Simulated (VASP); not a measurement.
# Ta (I4/mmm) in VASP: a series of runs

Runs on Ta. Level: PBE. Tasks: single point.

All numbers are computed with VASP 6.6.1; they aren't measurements. Logs are shortened: lines on timing, memory, paths and dates and some standing lists are left out, and cuts for length are marked.

## (1) The cell of the first run

Symmetry: I4/mmm, No. 139, tetragonal system. The conventional cell has a = 3.063 Å, b = 3.063 Å, c = 3.664 Å, α = 90.00°, β = 90.00°, γ = 90.00°. Within 3.7 Å of Ta (site symmetry 4/mmm) lie 14 Ta at 2.84 to 3.66 Å.

## (2) Single point, PBE (17.18 Å³/atom)

The input, INCAR:

```
SYSTEM = Ta
PREC = Accurate
ENCUT = 520
EDIFF = 1E-7
ISMEAR = 0
SIGMA = 0.15
LREAL = .False.
LASPH = .True.
NELM = 60
ALGO = Normal
ISIF = 2
LWAVE = .False.
LCHARG = .False.
GGA = PE
NBANDS = 12
```

The input, KPOINTS:

```
regular mesh
0
Gamma
  20 20 20
  0 0 0
```

The input, POSCAR:

```
Ta
1.0
   -1.5312785469      1.5312785469      1.8320216535
    1.5312785469     -1.5312785469      1.8320216535
    1.5312785469      1.5312785469     -1.8320216535
Ta
1
Direct
    0.0000000000      0.0000000000      0.0000000000
```

Potentials or basis: VASP PAW PBE potentials, release 64 (Ta_pv).

Run with:

```
$ cat potpaw_PBE.64/Ta_pv/POTCAR > POTCAR
$ mpirun -np 1 vasp_std > vasp.out
```

OUTCAR:

```text
SYSTEM = Ta
   PREC = Accurate
   ENCUT = 520
   EDIFF = 1E-7
   ISMEAR = 0
   LREAL = .False.
   LASPH = .True.
   NELM = 60
   ISIF = 2
   GGA = PE

 ion  position               nearest neighbor table
   1  0.000  0.000  0.000-

  LATTYP: Found a body centered tetragonal cell.
 ALAT       =     3.0625570938
 C/A-ratio  =     1.1964000000

  Lattice vectors:

 A1 = (  -1.5312785469,   1.5312785469,   1.8320216535)
 A2 = (   1.5312785469,  -1.5312785469,   1.8320216535)
 A3 = (   1.5312785469,   1.5312785469,  -1.8320216535)

Analysis of symmetry for initial positions (statically):
=====================================================================
 Subroutine PRICEL returns:
 Original cell was already a primitive cell.

 Routine SETGRP: Setting up the symmetry group for a
 body centered tetragonal supercell.

 Subroutine GETGRP returns: Found 16 space group operations
 (whereof 16 operations were pure point group operations)
 out of a pool of 16 trial point group operations.

The static configuration has the point symmetry D_4h.

Analysis of symmetry for dynamics (positions and initial velocities):
=====================================================================
 Subroutine PRICEL returns:
 Original cell was already a primitive cell.

 Routine SETGRP: Setting up the symmetry group for a
 body centered tetragonal supercell.

 Subroutine GETGRP returns: Found 16 space group operations
 (whereof 16 operations were pure point group operations)
 out of a pool of 16 trial point group operations.

The dynamic configuration has the point symmetry D_4h.

 Subroutine INISYM returns: Found 16 space group operations
 (whereof 16 operations are pure point group operations),
 and found     1 'primitive' translations

----------------------------------------------------------------------------------------

                                     Primitive cell

  volume of cell :      17.1830

  direct lattice vectors                    reciprocal lattice vectors
    -1.531278547  1.531278547  1.832021654     0.000000000  0.326524525  0.272922538
     1.531278547 -1.531278547  1.832021654     0.326524525  0.000000000  0.272922538
     1.531278547  1.531278547 -1.832021654     0.326524525  0.326524525  0.000000000

  length of vectors
     2.836535090  2.836535090  2.836535090     0.425564305  0.425564305  0.461775412

  position of ions in fractional coordinates (direct lattice)
     0.000000000  0.000000000  0.000000000
[... 77 lines left out ...]
   LREAL  =      F    real-space projection
   EDIFFG = 0.1E-05   stopping-criterion for IOM
   NSW    =      0    number of steps for IOM
   IBRION =     -1    ionic relax: 0-MD 1-quasi-New 2-CG
   NFREE  =      0    steps in history (QN), initial steepest desc. (CG)
   ISIF   =      2    stress and relaxation
   ISYM   =      2    0-nonsym 1-usesym 2-fastsym
   POTIM  = 0.5000    time-step for ionic-motion
   TEBEG  =    0.0;   TEEND  =   0.0 temperature during run
   PSTRESS=    0.0 pullay stress
   NELECT =      11.0000    total number of electrons
   NUPDOWN=      -1.0000    fix difference up-down
   EMIN   =  10.00;   EMAX   =-10.00  energy-range for DOS
   EFERMI =   0.00;   METHOD = LEGACY
   ISMEAR =     0;   SIGMA  =   0.15  broadening in eV -4-tet -1-fermi 0-gaus
   EFERMI_NEDOS =   21; number of points for ismear=-14 and -15
   IALGO  =     38    algorithm
   IMIX   =      4    mixing-type and parameters
     AMIX     =   0.40;   BMIX     =  1.00
     AMIX_MAG =   1.60;   BMIX_MAG =  1.00
  volume/ion in A,a.u.               =      17.18       115.96
  Fermi-wavevector in a.u.,A,eV,Ry     =   1.410932  2.666275 27.085511  1.990729
  Thomas-Fermi vector in A             =   2.532835
   LORBIT       =      0    0 simple, 1 ext, 2 COOP (PROOUT), +10 PAW based schemes
   GGA     = PE    functional components
   LHFCALC =     F    Hartree Fock is set to
   AEXX    =    0.0000 exact exchange contribution
   IVDW    =     0    specifies the selected vdW correction
   LEPSILON=     F    determine dielectric tensor
   LRPA    =     F    only Hartree local field effects (RPA)
 non-spin polarized calculation
 Gauss-broadening in eV      SIGMA  =   0.15
  energy-cutoff  :      520.00
  volume of cell :       17.18
 maximum number of plane-waves:       477
 NGX is ok and might be reduce to    24
   NGX = 11   NGY = 11   NGZ = 11

 number of electron      11.0000000 magnetization

 Free energy of the ion-electron system (eV)
  ---------------------------------------------------
  ext. energy  EPLUGINS =         0.00000000
  ---------------------------------------------------
  free energy    TOTEN  =       -11.64296142 eV

  energy without entropy =      -11.62930092  energy(sigma->0) =      -11.63613117

 E-fermi :   6.0578     XC(G=0): -12.8594

 val. band max:        6.0565649523   @ k =  -0.1500   0.4000   0.1000
 cond. band min:       6.0623177486   @ k =   0.2500   0.0000  -0.0000
 fundamental gap:      0.0057527963
 Fermi energy:         6.0578153064

 k-point     1 :       0.0000    0.0000    0.0000
  band No.  band energies     occupation
      1     -27.0089      2.00000
      2     -26.9943      2.00000
      3     -26.9943      2.00000
      4      -2.2196      2.00000
      5       6.2484      0.07238
      6       6.2484      0.07238
      7       8.3111      0.00000
      8       8.3471      0.00000
      9      10.9868      0.00000
     10      19.4672      0.00000
     11      20.7363      0.00000
     12      22.5304      0.00000
[... 331 lines left out ...]
 k-point    24 :      -0.3500    0.0500    0.0000
  band No.  band energies     occupation
      1     -28.0390      2.00000
      2     -27.2425      2.00000
      3     -27.0540      2.00000
      4       0.9944      2.00000
      5       5.6186      1.99997
      6       5.6718      1.99973
      7       8.2551      0.00000
      8      10.8843      0.00000
      9      11.3077      0.00000
     10      19.0082      0.00000
     11      20.7298      0.00000
     12      21.6871      0.00000

 [... further k-points ...]
[... 5 lines left out ...]
  --------------------------------------------------------------------------------------
  -------------------------------------------------------------------------------------
  Total        2.4325426      2.4325426      0.4894809      0.0000000     -0.0000000      0.0000000
  in kB      226.8151469    226.8151469     45.6401803      0.0000000     -0.0000000      0.0000000
  external PRESSURE =     166.4234914 kB  Pullay stress =       0.0000000 kB

 VOLUME and BASIS-vectors are now :
 -----------------------------------------------------------------------------
  energy-cutoff  :      520.00
  volume of cell :       17.18
      direct lattice vectors                 reciprocal lattice vectors
    -1.531278547  1.531278547  1.832021654     0.000000000  0.326524525  0.272922538
     1.531278547 -1.531278547  1.832021654     0.326524525  0.000000000  0.272922538
     1.531278547  1.531278547 -1.832021654     0.326524525  0.326524525  0.000000000

 POSITION                                       TOTAL-FORCE (eV/Angst)
 -----------------------------------------------------------------------------------
      0.00000      0.00000      0.00000        -0.000000      0.000000      0.000000
 -----------------------------------------------------------------------------------
    total drift:                                0.000000      0.000000     -0.000000

  FREE ENERGIE OF THE ION-ELECTRON SYSTEM (eV)
  ---------------------------------------------------
  free  energy   TOTEN  =       -11.6429614248 eV

  energy  without entropy=      -11.6293009245  energy(sigma->0) =      -11.63613117
```

OSZICAR:

```text
N       E                     dE             d eps       ncg     rms          rms(c)
DAV:   1     0.614415640239E+02    0.61442E+02   -0.61024E+03 15408   0.881E+02
DAV:   2    -0.110591364986E+02   -0.72501E+02   -0.70646E+02 17064   0.247E+02
DAV:   3    -0.120644937548E+02   -0.10054E+01   -0.99829E+00 18356   0.275E+01
DAV:   4    -0.120670402253E+02   -0.25465E-02   -0.25461E-02 16972   0.153E+00
DAV:   5    -0.120670479144E+02   -0.76891E-05   -0.76894E-05 18256   0.803E-02    0.146E+01
DAV:   6    -0.117471239537E+02    0.31992E+00   -0.25453E-01 18128   0.545E+00    0.729E+00
DAV:   7    -0.116440750775E+02    0.10305E+00   -0.24270E-01 17980   0.499E+00    0.383E-01
DAV:   8    -0.116429884127E+02    0.10867E-02   -0.64447E-03 16480   0.704E-01    0.125E-01
DAV:   9    -0.116429680590E+02    0.20354E-04   -0.92615E-05 18076   0.108E-01    0.277E-02
DAV:  10    -0.116429617475E+02    0.63116E-05   -0.37970E-06 16968   0.216E-02    0.361E-03
DAV:  11    -0.116429615227E+02    0.22477E-06   -0.12210E-07 12040   0.388E-03    0.550E-04
DAV:  12    -0.116429614248E+02    0.97874E-07   -0.86893E-09  8592   0.109E-03
   1 F= -.11642961E+02 E0= -.11636131E+02  d E =-.136605E-01
```

It took 2.7 min on 1 thread of Intel Xeon 8259CL, shared host; peak memory 0.25 GiB.

What came out:

- Free energy: -11.6430 eV
- Pressure: 16.6 GPa
- Band gap on the k mesh: zero (an odd number of electrons rules out a gap without spin polarisation)

Stress tensor (GPa, compression positive):
```
22.68  0.00  0.00
 0.00 22.68  0.00
 0.00  0.00  4.56
```

Levels at points of the mesh, in eV from the Fermi level:
```csv
k point,band 3,band 4,band 5,band 6,band 7,band 8
"(0.00, 0.00, 0.00)",-33.05,-8.28,0.19,0.19,2.25,2.29
"(0.50, 0.00, 0.00)",-33.10,-4.78,-0.86,1.32,1.93,5.71
"(0.50, 0.50, 0.00)",-33.25,-4.74,-3.12,2.63,5.88,6.20
"(0.50, 0.50, 0.50)",-33.79,-4.54,-3.93,6.01,6.68,7.35
```

Caveat: the stress differs along the axes, from 5 to 23 GPa; spin-orbit coupling is left out, which moves the levels of the heavy elements.

(Continued in part 2 of 2.)
